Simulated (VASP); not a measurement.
Crystal: CdS.

```
CELL_PARAMETERS angstrom
0.00000 2.94295 2.94295
2.94295 0.00000 2.94295
2.94295 2.94295 0.00000
ATOMIC_POSITIONS crystal
Cd 0.00000 0.00000 0.00000
S 0.25000 0.25000 0.25000
```

* Program: VASP 6.6.1
* Task: relaxation of cell and atoms
* Functional: PBE
* Potentials or basis: VASP PAW PBE potentials, release 64 (Cd, S)
* Cutoff: 600 eV
* k mesh: 8 × 8 × 8
* Occupations: fermi-dirac, width 0.02 eV
* Spin: no spin polarisation

At the start: pressure 1.4 GPa; volume 25.49 Å³/atom.

Problem. Where does the relaxation end?

Solution. Over 3 steps the energy falls by 2.9 meV/atom and the volume is 26.15 Å³/atom (+2.6 %); space group F-43m (No. 216, to 0.05 Å).

Step by step:
| step | energy change (eV) | largest force (eV/Å) | pressure (GPa) | volume (Å³) |
| --- | --- | --- | --- | --- |
| 1 | 0.0000 | 0.0000 | 1.45 | 50.98 |
| 2 | -0.0053 | 0.0000 | -0.40 | 52.70 |
| 3 | -0.0058 | 0.0000 | 0.02 | 52.29 |

Final structure:
```yaml
crystal:
  lattice:
    - [0.00000, 2.96806, 2.96806]
    - [2.96806, 0.00000, 2.96806]
    - [2.96806, 2.96806, 0.00000]
  atoms:
    - { symbol: Cd, position: [0.00000, 0.00000, 0.00000] }
    - { symbol: S, position: [0.25000, 0.25000, 0.25000] }
```
